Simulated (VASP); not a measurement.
Here is a VASP 6.6.1 calculation.

The input INCAR:

```
SYSTEM = TiNi
ALGO = Fast
EDIFF = 1E-6
ENCUT = 520
GGA = PS
ISIF = 2
ISMEAR = 0
LASPH = .TRUE.
LCHARG = .FALSE.
LREAL = .FALSE.
LWAVE = .FALSE.
NBANDS = 18
NELM = 60
PREC = Accurate
SIGMA = 0.1
```

KPOINTS

```
k-points
0
G
  18 18 18
  0 0 0
```

Contents of POSCAR:

```
TiNi
1.0
    3.0154340951      0.0000000000      0.0000000000
    0.0000000000      3.0154340951      0.0000000000
    0.0000000000      0.0000000000      2.9441331904
Ti Ni
1 1
Direct
    0.5000000000      0.5000000000      0.5000000000
    0.0000000000      0.0000000000      0.0000000000
```

Potentials or basis: VASP PAW PBE potentials, release 64 (Ti_sv, Ni).

Command:

```bash
$ cat potpaw_PBE.64/Ti_sv/POTCAR potpaw_PBE.64/Ni/POTCAR > POTCAR
$ mpirun -np 1 vasp_std > vasp.out
```

Problem. Estimate the pressure.

Solution. -3.7 GPa.

Problem. What does it give for the band gap on the k mesh?

Solution. Zero (bands 11 and 12 overlap by 1.74 eV).

Stress tensor (GPa, compression positive):
```
-3.98  0.00  0.00
 0.00 -3.98  0.00
 0.00  0.00 -3.16
```

Caveat: the cell differs from its parent crystal (biaxial strain in the a-b plane: +1.5 %); the cell stands under tension; the PAW data sets were made with another functional, which shifts forces and pressure a little. Spin polarisation is off, so any magnetic state and its effect on volume and gap are missing.
